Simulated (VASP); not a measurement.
# Sb in VASP: further runs, part 2 of 2

VASP 6.6.1.

## (4) Single point, PBE

This run uses another cell than the first one, of 82.14 Å³/atom, 1.234 times its volume.

Input file INCAR:

```
SYSTEM = Sb
PREC = Accurate ; ENCUT = 520
EDIFF = 1E-6 ; ISMEAR = -1
SIGMA = 0.05 ; LREAL = .False.
LASPH = .True. ; NELM = 80
ALGO = Normal ; ISIF = 2
LWAVE = .False. ; LCHARG = .False.
LDIPOL = .True. ; IDIPOL = 3
DIPOL = 0.5 0.5 0.500 ; GGA = PE
NBANDS = 18
```

Input file KPOINTS:

```
regular mesh
0
Gamma
  10 10 1
  0 0 0
```

Input file POSCAR:

```
Sb
1.0
    3.3880510193      0.0000000000      0.0000000000
    0.0000000000      3.3880510193      0.0000000000
    0.0000000000      0.0000000000     28.6217000000
Sb
4
Direct
    0.2500000000      0.2500000000      0.3843245202
    0.7500000000      0.7500000000      0.4529482077
    0.2500000000      0.2500000000      0.5470517684
    0.7500000000      0.7500000000      0.6156754798
```

Potentials or basis: VASP PAW PBE potentials, release 64 (Sb).

Started as:

```
cat potpaw_PBE.64/Sb/POTCAR > POTCAR
mpirun -np 1 vasp_std > vasp.out
```

OUTCAR:

```text
SYSTEM = Sb
   PREC = Accurate
   ENCUT = 520
   EDIFF = 1E-6
   ISMEAR = -1
   LREAL = .False.
   LASPH = .True.
   NELM = 80
   ISIF = 2
   GGA = PE

 ion  position               nearest neighbor table
   1  0.250  0.250  0.384-   2 3.10   2 3.10   2 3.10   2 3.10
   2  0.750  0.750  0.453-   1 3.10   1 3.10   1 3.10   1 3.10   3 3.60   3 3.60   3 3.60   3 3.60

   3  0.250  0.250  0.547-   4 3.10   4 3.10   4 3.10   4 3.10   2 3.60   2 3.60   2 3.60   2 3.60

   4  0.750  0.750  0.616-   3 3.10   3 3.10   3 3.10   3 3.10

  LATTYP: Found a simple tetragonal cell.
 ALAT       =     3.3880510193
 C/A-ratio  =     8.4478361857

  Lattice vectors:

 A1 = (   3.3880510193,   0.0000000000,   0.0000000000)
 A2 = (   0.0000000000,   3.3880510193,   0.0000000000)
 A3 = (   0.0000000000,   0.0000000000,  28.6217000000)

Analysis of symmetry for initial positions (statically):
=====================================================================
 Subroutine PRICEL returns:
 Original cell was already a primitive cell.

 Routine SETGRP: Setting up the symmetry group for a
 simple tetragonal supercell.

 Subroutine GETGRP returns: Found 16 space group operations
 (whereof  4 operations were pure point group operations)
 out of a pool of 16 trial point group operations.

The static configuration has the point symmetry C_2h.
 The point group associated with its full space group is D_4h.

Analysis of symmetry for dynamics (positions and initial velocities):
=====================================================================
 Subroutine PRICEL returns:
 Original cell was already a primitive cell.

 Routine SETGRP: Setting up the symmetry group for a
 simple tetragonal supercell.

 Subroutine GETGRP returns: Found 16 space group operations
 (whereof  4 operations were pure point group operations)
 out of a pool of 16 trial point group operations.

The dynamic configuration has the point symmetry C_2h.
 The point group associated with its full space group is D_4h.

 Subroutine INISYM returns: Found 16 space group operations
 (whereof  4 operations are pure point group operations),
 and found     1 'primitive' translations

----------------------------------------------------------------------------------------

                                     Primitive cell

  volume of cell :     328.5453

  direct lattice vectors                    reciprocal lattice vectors
     3.388051019  0.000000000  0.000000000     0.295154941  0.000000000  0.000000000
     0.000000000  3.388051019  0.000000000     0.000000000  0.295154941  0.000000000
     0.000000000  0.000000000 28.621700000     0.000000000  0.000000000  0.034938526

  length of vectors
     3.388051019  3.388051019 28.621700000     0.295154941  0.295154941  0.034938526

  position of ions in fractional coordinates (direct lattice)
     0.250000000  0.250000000  0.384324520
     0.750000000  0.750000000  0.452948208
     0.250000000  0.250000000  0.547051768
     0.750000000  0.750000000  0.615675480

  ion indices of the primitive-cell ions
   primitive index   ion index
                 1           1
                 2           2
                 3           3
                 4           4
[... 23 lines left out ...]
 ===========================================

 Found     21 irreducible k-points:

 Following reciprocal coordinates:
            Coordinates               Weight
  0.000000  0.000000  0.000000      1.000000
  0.100000  0.000000  0.000000      4.000000
  0.200000  0.000000  0.000000      4.000000
  0.300000  0.000000  0.000000      4.000000
  0.400000  0.000000  0.000000      4.000000
  0.500000  0.000000  0.000000      2.000000
[... 13 lines left out ...]
  0.500000  0.400000  0.000000      4.000000
  0.500000  0.500000  0.000000      1.000000
   k-points           NKPTS =     21   k-points in BZ     NKDIM =     21   number of bands    NBANDS=     18
   number of dos      NEDOS =    301   number of ions     NIONS =      4
   total plane-waves  NPLWV = 169344
   dimension x,y,z NGX =    28 NGY =   28 NGZ =  216
   dimension x,y,z NGXF=    56 NGYF=   56 NGZF=  432
   ions per type =               4
   NGX,Y,Z   is equivalent  to a cutoff of  13.74, 13.74, 12.55 a.u.
   NGXF,Y,Z  is equivalent  to a cutoff of  27.48, 27.48, 25.09 a.u.
 SYSTEM =  Sb
   PREC   = accura    normal or accurate (medium, high low for compatibility)
   ISTART =      0    job   : 0-new  1-cont  2-samecut
   ICHARG =      2    charge: 1-file 2-atom 10-const
   ISPIN  =      1    spin polarized calculation?
   LNONCOLLINEAR =      F non collinear calculations
   LSORBIT =      F    spin-orbit coupling
   LASPH  =      T    aspherical Exc in radial PAW
   ENCUT  =  520.0 eV  38.22 Ry    6.18 a.u.   6.30  6.30 53.22*2*pi/ulx,y,z
   NELM   =     80;   NELMIN=  2; NELMDL= -5     # of ELM steps
   EDIFF  = 0.1E-05   stopping-criterion for ELM
   LREAL  =      F    real-space projection
   EDIFFG = 0.1E-04   stopping-criterion for IOM
   NSW    =      0    number of steps for IOM
   IBRION =     -1    ionic relax: 0-MD 1-quasi-New 2-CG
   NFREE  =      0    steps in history (QN), initial steepest desc. (CG)
   ISIF   =      2    stress and relaxation
   ISYM   =      2    0-nonsym 1-usesym 2-fastsym
   POTIM  = 0.5000    time-step for ionic-motion
   TEBEG  =    0.0;   TEEND  =   0.0 temperature during run
   PSTRESS=    0.0 pullay stress
   NELECT =      20.0000    total number of electrons
   NUPDOWN=      -1.0000    fix difference up-down
   EMIN   =  10.00;   EMAX   =-10.00  energy-range for DOS
   EFERMI =   0.00;   METHOD = LEGACY
   ISMEAR =    -1;   SIGMA  =   0.05  broadening in eV -4-tet -1-fermi 0-gaus
   EFERMI_NEDOS =   21; number of points for ismear=-14 and -15
   IALGO  =     38    algorithm
   IMIX   =      4    mixing-type and parameters
     AMIX     =   0.40;   BMIX     =  1.00
     AMIX_MAG =   1.60;   BMIX_MAG =  1.00
  volume/ion in A,a.u.               =      82.14       554.28
  Fermi-wavevector in a.u.,A,eV,Ry     =   0.644001  1.216985  5.642840  0.414737
  Thomas-Fermi vector in A             =   1.711186
   LORBIT       =      0    0 simple, 1 ext, 2 COOP (PROOUT), +10 PAW based schemes
   GGA     = PE    functional components
[... 5 lines left out ...]
 non-spin polarized calculation
  energy-cutoff  :      520.00
  volume of cell :      328.55
 maximum number of plane-waves:      8904
 NGX is ok and might be reduce to    28
   NGX = 13   NGY = 13   NGZ =107

 number of electron      19.9999998 magnetization

 dipolmoment           0.000000      0.000000      0.000004 electrons x Angstroem

 Free energy of the ion-electron system (eV)
  ---------------------------------------------------
  ext. energy  EPLUGINS =         0.00000000
  ---------------------------------------------------
  free energy    TOTEN  =       -14.92180487 eV

  energy without entropy =      -14.90372191  energy(sigma->0) =      -14.91276339

 E-fermi :  -0.0124     XC(G=0):  -3.8541

 val. band max:       -0.0755915919   @ k =   0.4000   0.2000   0.0000
 cond. band min:       0.0678722632   @ k =   0.5000   0.4000   0.0000
 fundamental gap:      0.1434638551
 Fermi energy:        -0.0124407527

 k-point     1 :       0.0000    0.0000    0.0000
  band No.  band energies     occupation
      1     -12.9431      2.00000
      2     -12.4587      2.00000
      3      -9.3921      2.00000
      4      -7.9070      2.00000
      5      -3.5361      2.00000
      6      -1.3169      2.00000
[... 418 lines left out ...]
      5      -4.9591      2.00000
      6      -4.9591      2.00000
[... 10 lines left out ...]
     17       4.9916      0.00000
     18       4.9916      0.00000

------------------------ aborting loop because EDIFF is reached ----------------------------------------

 vacuum level on the upper side and lower side of the slab       (xc-potential included)        -0.125        -0.125

  FORCE on cell =-STRESS in cart. coord.  units (eV):
  Direction    XX          YY          ZZ          XY          YZ          ZX
  --------------------------------------------------------------------------------------
  -------------------------------------------------------------------------------------
  Total        2.7565138      2.7565138     -0.0064335      0.0000000     -0.0000000     -0.0000000
  in kB       13.4423575     13.4423575     -0.0313736      0.0000000     -0.0000000     -0.0000000
  external PRESSURE =       8.9511138 kB  Pullay stress =       0.0000000 kB

 VOLUME and BASIS-vectors are now :
 -----------------------------------------------------------------------------
  energy-cutoff  :      520.00
  volume of cell :      328.55
      direct lattice vectors                 reciprocal lattice vectors
     3.388051019  0.000000000  0.000000000     0.295154941  0.000000000  0.000000000
     0.000000000  3.388051019  0.000000000     0.000000000  0.295154941  0.000000000
     0.000000000  0.000000000 28.621700000     0.000000000  0.000000000  0.034938526

 POSITION                                       TOTAL-FORCE (eV/Angst)
 -----------------------------------------------------------------------------------
      0.84701      0.84701     11.00002        -0.000000     -0.000000     -0.003626
      2.54104      2.54104     12.96415         0.000000     -0.000000      0.009140
      0.84701      0.84701     15.65755         0.000000     -0.000000     -0.009140
      2.54104      2.54104     17.62168         0.000000      0.000000      0.003626
 -----------------------------------------------------------------------------------
    total drift:                               -0.000000     -0.000000      0.000247

  FREE ENERGIE OF THE ION-ELECTRON SYSTEM (eV)
  ---------------------------------------------------
  free  energy   TOTEN  =       -14.9218048678 eV

  energy  without entropy=      -14.9037219146  energy(sigma->0) =      -14.91276339

 vacuum level on the upper side and lower side of the slab         4.016         4.016
```

Wall time 5.4 min (1 thread of AMD EPYC 7R13, shared host); peak memory 0.42 GiB.

What came out:

* Free energy: -14.9218 eV
* Largest force: 0.009 eV/Å
* Band gap on the k mesh: zero (band 10 reaches 1.14 eV, above the bottom of band 11 at -1.01 eV)

Forces in eV/Å, atoms in the order of the input:
```
Sb   0.000  0.000 -0.004
Sb   0.000  0.000  0.009
Sb   0.000  0.000 -0.009
Sb   0.000  0.000  0.004
```

Levels at points of the mesh, in eV from the Fermi level:
| k point | band 8 | band 9 | band 10 | band 11 | band 12 | band 13 |
| --- | --- | --- | --- | --- | --- | --- |
| (0.00, 0.00, 0.00) | 0.21 | 0.73 | 0.73 | 1.48 | 3.10 | 3.65 |
| (0.50, 0.00, 0.00) | -3.38 | 0.35 | 0.35 | 2.56 | 2.56 | 3.13 |
| (0.50, 0.50, 0.00) | -4.40 | -1.27 | -1.27 | -0.99 | -0.99 | 0.13 |

Caveat: spin-orbit coupling is left out, which moves the levels of the heavy elements.
